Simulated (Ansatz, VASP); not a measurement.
One calculation of NiO, two programs

The input INCAR:

```
SYSTEM = NiO
PREC = Accurate ; ENCUT = 520
EDIFF = 1E-6 ; ISMEAR = 0
SIGMA = 0.02 ; LREAL = .FALSE.
LASPH = .TRUE. ; NELM = 150
ALGO = Normal ; ISIF = 2
LWAVE = .FALSE. ; LCHARG = .TRUE.
ISPIN = 2 ; MAGMOM = 1 0
LORBIT = 11 ; LMAXMIX = 4
GGA = RP ; LELF = .TRUE.
LVHAR = .TRUE. ; NBANDS = 19
```

KPOINTS

```
Automatic mesh
0
G
  11 11 11
  0 0 0
```

POSCAR

```
NiO
1.0
    0.0000000000      2.0859016414      2.0859016414
    2.0859016414      0.0000000000      2.0859016414
    2.0859016414      2.0859016414      0.0000000000
Ni O
1 1
Direct
    0.0000000000      0.0000000000      0.0000000000
    0.5000000000      0.5000000000      0.5000000000
```

input.yaml

```yaml
crystal:
  lattice:
    - [0.0, 2.0859016414, 2.0859016414]
    - [2.0859016414, 0.0, 2.0859016414]
    - [2.0859016414, 2.0859016414, 0.0]
  atoms:
    - { symbol: Ni, position: [0.0, 0.0, 0.0], spin: 1.0 }
    - { symbol: O, position: [0.5, 0.5, 0.5] }
kpoints:
  mp_grid: { grid: [11, 11, 11] }
scf:
  occupations: { method: gaussian, width: 0.02 }
hamiltonian:
  xc: rpbe
  pseudopotentials: { kind: all_electron, lapw: { basis_error: 0.001 } }
magnetization:
  spin_polarized: true
output:
  forces: true
  stress: true
  eigenvalues: true
```

Alike in both runs: task single point; functional RPBE; k mesh 11 × 11 × 11; occupations gaussian, width 0.02 eV; collinear spin.

|  | VASP | Ansatz |
| --- | --- | --- |
| version | VASP 6.6.1 | Ansatz 0.2.0 |
| potentials or method | VASP PAW PBE potentials, release 64 (Ni, O), cutoff 520 eV | all-electron LAPW, scalar-relativistic |

Ansatz gave:

```
gap on the k mesh at the Fermi level (eV)                     : none
pressure (GPa)                                                : 13.4
net moment per atom (μB)                                      : 0.92
size of the moment on the site where the two differ most (μB) : 1.54
```

**Question.** What did VASP give for the same quantities?

**Answer.** gap on the k mesh at the Fermi level (eV): none; pressure (GPa): 13.3; net moment per atom (μB): 0.91; size of the moment on the site where the two differ most (μB): 1.50.

VASP's potentials were made for PBE, not for RPBE. Site moments also hang on the region over which each program counts them. A gap of «none» marks a metal or a gap that the smearing closes. Ansatz ran all-electron here, and VASP with PAW potentials.
